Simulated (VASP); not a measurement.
# NdBi2S3 (I4mm) in VASP: notebook

Runs on NdBi2S3. Level: PBE. Tasks: single point.

All numbers are computed with VASP 6.6.1; they aren't measurements. Logs are shortened: lines on timing, memory, paths and dates and some standing lists are left out, and cuts for length are marked.

## Step 1: The cell of the first run

It takes space group I4mm (No. 107, tetragonal). Conventional cell: a = 5.616 Å, b = 5.616 Å, c = 11.563 Å, α = 90.00°, β = 90.00°, γ = 90.00°. Nd (site symmetry 4mm) has 5 S at 2.82 to 2.85 Å and 4 Bi at 3.62 Å within 3.7 Å. Bi (site symmetry 2mm) has 4 S at 2.58 to 3.20 Å within 3.4 Å. Within 3.4 Å of S (site symmetry 2mm) lie 2 Bi at 2.58 to 3.20 Å and 2 Nd at 2.82 Å. S (site symmetry 4mm) has 1 Nd at 2.85 Å and 4 Bi at 2.88 Å and 4 S at 3.80 Å within 3.8 Å.

The cell was built from a structure type or drawn by symmetry, and may not be a known phase.

## Step 2: Single point, PBE

Input file INCAR:

```
SYSTEM = NdBi2S3
PREC = Accurate
ENCUT = 500
EDIFF = 1E-6
ISMEAR = 0
SIGMA = 0.2
LREAL = .FALSE.
LASPH = .TRUE.
NELM = 200
ALGO = Normal
ISIF = 2
LWAVE = .FALSE.
LCHARG = .TRUE.
GGA = PE
LELF = .TRUE.
LVHAR = .TRUE.
NBANDS = 38
GGA_COMPAT = .FALSE.
LMAXMIX = 6
```

Input file KPOINTS:

```
regular mesh
0
G
  4 4 4
  0 0 0
```

Input file POSCAR:

```
NdBi2S3
1.0
   -2.8077672954      2.8077672954      5.7814449988
    2.8077672954     -2.8077672954      5.7814449988
    2.8077672954      2.8077672954     -5.7814449988
Nd Bi S
1 2 3
Direct
    0.1521509734      0.1521509734      0.0000000000
    0.8500645400      0.3500645400      0.5000000000
    0.3500645400      0.8500645400      0.5000000000
    0.6267781932      0.1267781932      0.5000000000
    0.1267781932      0.6267781932      0.5000000000
    0.9054388003      0.9054388003      0.0000000000
```

Potentials or basis: VASP PAW PBE potentials, release 64 (Nd_3, Bi_d, S), 4f in core.

Started as:

```sh
$ cat potpaw_PBE.64/Nd_3/POTCAR potpaw_PBE.64/Bi_d/POTCAR potpaw_PBE.64/S/POTCAR > POTCAR
$ mpirun -np 1 vasp_std > vasp.out
```

OUTCAR:

```text
SYSTEM = NdBi2S3
   PREC = Accurate
   ENCUT = 500
   EDIFF = 1E-6
   ISMEAR = 0
   LREAL = .FALSE.
   LASPH = .TRUE.
   NELM = 200
   ISIF = 2
   GGA = PE

 ion  position               nearest neighbor table
   1  0.152  0.152  0.000-   4 2.82   5 2.82   5 2.82   4 2.82   6 2.85   2 3.62   3 3.62   3 3.62
                             2 3.62
   2  0.850  0.350  0.500-   4 2.58   6 2.88   6 2.88   5 3.20   1 3.62   1 3.62
   3  0.350  0.850  0.500-   5 2.58   6 2.88   6 2.88   4 3.20   1 3.62   1 3.62
   4  0.627  0.127  0.500-   2 2.58   1 2.82   1 2.82   3 3.20
   5  0.127  0.627  0.500-   3 2.58   1 2.82   1 2.82   2 3.20
   6  0.905  0.905  0.000-   1 2.85   2 2.88   3 2.88   2 2.88   3 2.88

  LATTYP: Found a body centered tetragonal cell.
 ALAT       =     5.6155345908
 C/A-ratio  =     2.0590898000

  Lattice vectors:

 A1 = (  -2.8077672954,   2.8077672954,   5.7814449988)
 A2 = (   2.8077672954,  -2.8077672954,   5.7814449988)
 A3 = (   2.8077672954,   2.8077672954,  -5.7814449988)

Analysis of symmetry for initial positions (statically):
=====================================================================
 Subroutine PRICEL returns:
 Original cell was already a primitive cell.

 Routine SETGRP: Setting up the symmetry group for a
 body centered tetragonal supercell.

 Subroutine GETGRP returns: Found  8 space group operations
 (whereof  8 operations were pure point group operations)
 out of a pool of 16 trial point group operations.

The static configuration has the point symmetry C_4v.

Analysis of symmetry for dynamics (positions and initial velocities):
=====================================================================
 Subroutine PRICEL returns:
 Original cell was already a primitive cell.

 Routine SETGRP: Setting up the symmetry group for a
 body centered tetragonal supercell.

 Subroutine GETGRP returns: Found  8 space group operations
 (whereof  8 operations were pure point group operations)
 out of a pool of 16 trial point group operations.

The dynamic configuration has the point symmetry C_4v.

 Subroutine INISYM returns: Found  8 space group operations
 (whereof  8 operations are pure point group operations),
 and found     1 'primitive' translations

----------------------------------------------------------------------------------------

                                     Primitive cell

  volume of cell :     182.3134

  direct lattice vectors                    reciprocal lattice vectors
    -2.807767295  2.807767295  5.781444999     0.000000000  0.178077436  0.086483569
     2.807767295 -2.807767295  5.781444999     0.178077436  0.000000000  0.086483569
     2.807767295  2.807767295 -5.781444999     0.178077436  0.178077436  0.000000000

  length of vectors
     7.013716607  7.013716607  7.013716607     0.197967121  0.197967121  0.251839525

  position of ions in fractional coordinates (direct lattice)
     0.152150973  0.152150973  0.000000000
     0.850064540  0.350064540  0.500000000
     0.350064540  0.850064540  0.500000000
     0.626778193  0.126778193  0.500000000
     0.126778193  0.626778193  0.500000000
     0.905438800  0.905438800  0.000000000

  ion indices of the primitive-cell ions
   primitive index   ion index
                 1           1
                 2           2
                 3           3
                 4           4
                 5           5
                 6           6

----------------------------------------------------------------------------------------

 KPOINTS: regular mesh

Automatic generation of k-mesh.
 Grid dimensions read from file:
 generate k-points for:    4    4    4

 Generating k-lattice:

  Cartesian coordinates                     Fractional coordinates (reciprocal lattice)
     0.000000000  0.044519359  0.021620892     0.250000000  0.000000000  0.000000000
     0.044519359  0.000000000  0.021620892     0.000000000  0.250000000  0.000000000
     0.044519359  0.044519359  0.000000000     0.000000000  0.000000000  0.250000000

  Length of vectors
     0.049491780  0.049491780  0.062959881

  Shift w.r.t. Gamma in fractional coordinates (k-lattice)
     0.000000000  0.000000000  0.000000000

 Subroutine IBZKPT returns following result:
 ===========================================

 Found     13 irreducible k-points:

 Following reciprocal coordinates:
            Coordinates               Weight
  0.000000  0.000000  0.000000      1.000000
  0.250000  0.000000  0.000000      8.000000
  0.500000  0.000000  0.000000      4.000000
  0.250000  0.250000  0.000000      8.000000
  0.500000  0.250000  0.000000     16.000000
 -0.250000  0.250000  0.000000      4.000000
  0.500000  0.500000  0.000000      2.000000
  0.250000  0.250000  0.250000      2.000000
 -0.250000  0.250000  0.250000      4.000000
  0.500000  0.500000  0.250000      4.000000
 -0.250000  0.500000  0.250000      8.000000
 -0.250000 -0.250000  0.250000      2.000000
  0.500000  0.500000  0.500000      1.000000
   k-points           NKPTS =     13   k-points in BZ     NKDIM =     13   number of bands    NBANDS=     38
   number of dos      NEDOS =    301   number of ions     NIONS =      6
   total plane-waves  NPLWV = 157464
   dimension x,y,z NGX =    54 NGY =   54 NGZ =   54
   dimension x,y,z NGXF=   108 NGYF=  108 NGZF=  108
   ions per type =               1   2   3
   NGX,Y,Z   is equivalent  to a cutoff of  12.80, 12.80, 12.80 a.u.
   NGXF,Y,Z  is equivalent  to a cutoff of  25.60, 25.60, 25.60 a.u.
 SYSTEM =  NdBi2S3
   PREC   = accura    normal or accurate (medium, high low for compatibility)
   ISTART =      0    job   : 0-new  1-cont  2-samecut
   ICHARG =      2    charge: 1-file 2-atom 10-const
   ISPIN  =      1    spin polarized calculation?
   LNONCOLLINEAR =      F non collinear calculations
   LSORBIT =      F    spin-orbit coupling
   LASPH  =      T    aspherical Exc in radial PAW
   ENCUT  =  500.0 eV  36.75 Ry    6.06 a.u.  12.79 12.79 12.79*2*pi/ulx,y,z
   NELM   =    200;   NELMIN=  2; NELMDL= -5     # of ELM steps
   EDIFF  = 0.1E-05   stopping-criterion for ELM
   LREAL  =      F    real-space projection
   EDIFFG = 0.1E-04   stopping-criterion for IOM
   NSW    =      0    number of steps for IOM
   IBRION =     -1    ionic relax: 0-MD 1-quasi-New 2-CG
   NFREE  =      0    steps in history (QN), initial steepest desc. (CG)
   ISIF   =      2    stress and relaxation
   ISYM   =      2    0-nonsym 1-usesym 2-fastsym
   POTIM  = 0.5000    time-step for ionic-motion
   TEBEG  =    0.0;   TEEND  =   0.0 temperature during run
   PSTRESS=    0.0 pullay stress
   NELECT =      59.0000    total number of electrons
   NUPDOWN=      -1.0000    fix difference up-down
   EMIN   =  10.00;   EMAX   =-10.00  energy-range for DOS
   EFERMI =   0.00;   METHOD = LEGACY
   ISMEAR =     0;   SIGMA  =   0.20  broadening in eV -4-tet -1-fermi 0-gaus
   EFERMI_NEDOS =   21; number of points for ismear=-14 and -15
   IALGO  =     38    algorithm
   IMIX   =      4    mixing-type and parameters
     AMIX     =   0.40;   BMIX     =  1.00
     AMIX_MAG =   1.60;   BMIX_MAG =  1.00
  volume/ion in A,a.u.               =      30.39       205.05
  Fermi-wavevector in a.u.,A,eV,Ry     =   1.123965  2.123985 17.188191  1.263296
  Thomas-Fermi vector in A             =   2.260634
   LORBIT       =      0    0 simple, 1 ext, 2 COOP (PROOUT), +10 PAW based schemes
   GGA     = PE    functional components
   LHFCALC =     F    Hartree Fock is set to
   AEXX    =    0.0000 exact exchange contribution
   IVDW    =     0    specifies the selected vdW correction
   LEPSILON=     F    determine dielectric tensor
   LRPA    =     F    only Hartree local field effects (RPA)
 non-spin polarized calculation
 Gauss-broadening in eV      SIGMA  =   0.20
  energy-cutoff  :      500.00
  volume of cell :      182.31
 maximum number of plane-waves:      4654
 NGX is ok and might be reduce to    54
   NGX = 25   NGY = 25   NGZ = 25

 number of electron      59.0000000 magnetization

 Free energy of the ion-electron system (eV)
  ---------------------------------------------------
  ext. energy  EPLUGINS =         0.00000000
  ---------------------------------------------------
  free energy    TOTEN  =       -29.57236045 eV

  energy without entropy =      -29.55122992  energy(sigma->0) =      -29.56179519

 E-fermi :   4.2599     XC(G=0):  -8.9202

 val. band max:        3.8673385928   @ k =   0.0000   0.0000   0.0000
 cond. band min:       4.2823885305   @ k =   0.5000   0.5000   0.2500
 fundamental gap:      0.4150499377
 Fermi energy:         4.2599190915

 k-point     1 :       0.0000    0.0000    0.0000
  band No.  band energies     occupation
      1     -33.7419      2.00000
      2     -19.0894      2.00000
      3     -19.0531      2.00000
      4     -19.0328      2.00000
      5     -19.0328      2.00000
      6     -18.9652      2.00000
[... 30 lines left out ...]
     37       8.1186      0.00000
     38       8.1398      0.00000

 k-point     2 :       0.2500    0.0000    0.0000
  band No.  band energies     occupation
      1     -33.7417      2.00000
      2     -19.0835      2.00000
      3     -19.0577      2.00000
      4     -19.0329      2.00000
      5     -19.0326      2.00000
      6     -18.9568      2.00000
[... 30 lines left out ...]
     37       7.8890      0.00000
     38       7.9962      0.00000

 k-point     3 :       0.5000    0.0000    0.0000
  band No.  band energies     occupation
      1     -33.7415      2.00000
      2     -19.0721      2.00000
      3     -19.0678      2.00000
      4     -19.0330      2.00000
      5     -19.0325      2.00000
      6     -18.9362      2.00000
[... 30 lines left out ...]
     37       7.8289      0.00000
[... 330 lines left out ...]
 k-point    12 :      -0.2500   -0.2500    0.2500
  band No.  band energies     occupation
      1     -33.7419      2.00000
      2     -19.0882      2.00000
      3     -19.0543      2.00000
      4     -19.0327      2.00000
      5     -19.0327      2.00000
      6     -18.9652      2.00000
[... 30 lines left out ...]
     37       7.7980      0.00000
     38       8.1422      0.00000

 k-point    13 :       0.5000    0.5000    0.5000
  band No.  band energies     occupation
      1     -33.7419      2.00000
      2     -19.0870      2.00000
      3     -19.0556      2.00000
      4     -19.0326      2.00000
      5     -19.0326      2.00000
      6     -18.9652      2.00000
[... 30 lines left out ...]
     37       8.2701      0.00000
     38       8.5421      0.00000

------------------------ aborting loop because EDIFF is reached ----------------------------------------

  FORCE on cell =-STRESS in cart. coord.  units (eV):
  Direction    XX          YY          ZZ          XY          YZ          ZX
  --------------------------------------------------------------------------------------
  -------------------------------------------------------------------------------------
  Total       -0.0132166     -0.0132166      0.3013301      0.0000000      0.0000000      0.0000000
  in kB       -0.1161478     -0.1161478      2.6481007      0.0000000      0.0000000      0.0000000
  external PRESSURE =       0.8052684 kB  Pullay stress =       0.0000000 kB

 VOLUME and BASIS-vectors are now :
 -----------------------------------------------------------------------------
  energy-cutoff  :      500.00
  volume of cell :      182.31
      direct lattice vectors                 reciprocal lattice vectors
    -2.807767295  2.807767295  5.781444999     0.000000000  0.178077436  0.086483569
     2.807767295 -2.807767295  5.781444999     0.178077436  0.000000000  0.086483569
     2.807767295  2.807767295 -5.781444999     0.178077436  0.178077436  0.000000000

 POSITION                                       TOTAL-FORCE (eV/Angst)
 -----------------------------------------------------------------------------------
      0.00000      0.00000      1.75930         0.000000      0.000000     -0.007316
     -0.00000      2.80777      4.04776         0.000000      0.000000      0.008974
      2.80777     -0.00000      4.04776        -0.000000     -0.000000      0.008974
      0.00000      2.80777      1.46592        -0.000000      0.000000      0.010187
      2.80777      0.00000      1.46592         0.000000     -0.000000      0.010187
      0.00000      0.00000     10.46949        -0.000000     -0.000000     -0.031008
 -----------------------------------------------------------------------------------
    total drift:                               -0.000002     -0.000002      0.001654

  FREE ENERGIE OF THE ION-ELECTRON SYSTEM (eV)
  ---------------------------------------------------
  free  energy   TOTEN  =       -29.5723604525 eV

  energy  without entropy=      -29.5512299236  energy(sigma->0) =      -29.56179519
```

Run time: 2.5 min. Hardware: 1 thread of Intel Xeon Platinum 8488C (Sapphire Rapids), shared host; peak memory 0.43 GiB.

What came out:

```
Free energy            : -29.5724 eV
Pressure               : 0.1 GPa
Largest force          : 0.031 eV/Å
Band gap on the k mesh : zero (an odd number of electrons rules out a gap without spin polarisation)
```

Forces on the atoms (eV/Å):
```
Nd   0.000  0.000 -0.007
Bi   0.000  0.000  0.009
Bi   0.000  0.000  0.009
S    0.000  0.000  0.010
S    0.000  0.000  0.010
S    0.000  0.000 -0.031
```

Caveat: spin-orbit coupling is left out, which moves the levels of the heavy elements; the 4f electrons are frozen in the core, so they carry no moment and show no levels; the run has no spin polarisation, though such a crystal can be magnetic. With open d or f shells a metallic result of PBE can be an artefact of self-interaction; +U or a hybrid may open a gap.

[end of part 1 of 2]
